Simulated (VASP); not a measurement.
Crystal: Ir.

```xyz
1
Lattice="0.0000 1.9052 2.0582 1.9052 0.0000 2.0582 1.9052 1.9052 0.0000" Properties=species:S:1:pos:R:3 pbc="T T T"
Ir    0.0000    0.0000    0.0000
```

This cell differs from its parent crystal: volume 14.942 Å^3 an atom, c/a of the conventional cell 1.0803.

Base run:

| Quantity | Value |
| --- | --- |
| Program | VASP 6.6.1 |
| Functional | LDA |
| Potentials or basis | VASP PAW LDA potentials, release 64 (Ir_sv_GW) |
| Cutoff | 500 eV |
| k mesh | 22 × 22 × 22 |
| Occupations | gaussian, width 0.15 eV |
| Spin | no spin polarisation |

Its results: pressure -26.0 GPa.

**Question.** The run is repeated on the same cell with these changes: potentials or basis from VASP PAW LDA potentials, release 64 (Ir_sv_GW) to VASP PAW LDA potentials, release 64 (Ir); cutoff from 500 eV to 520 eV; further incar settings from ALGO = Normal; EDIFF = 1e-06; NBANDS = 14 to ALGO = Fast; EDIFF = 1e-06; NBANDS = 10; valence electrons from 17 to 9. What comes out?

**Answer.** Pressure -22.2 GPa.
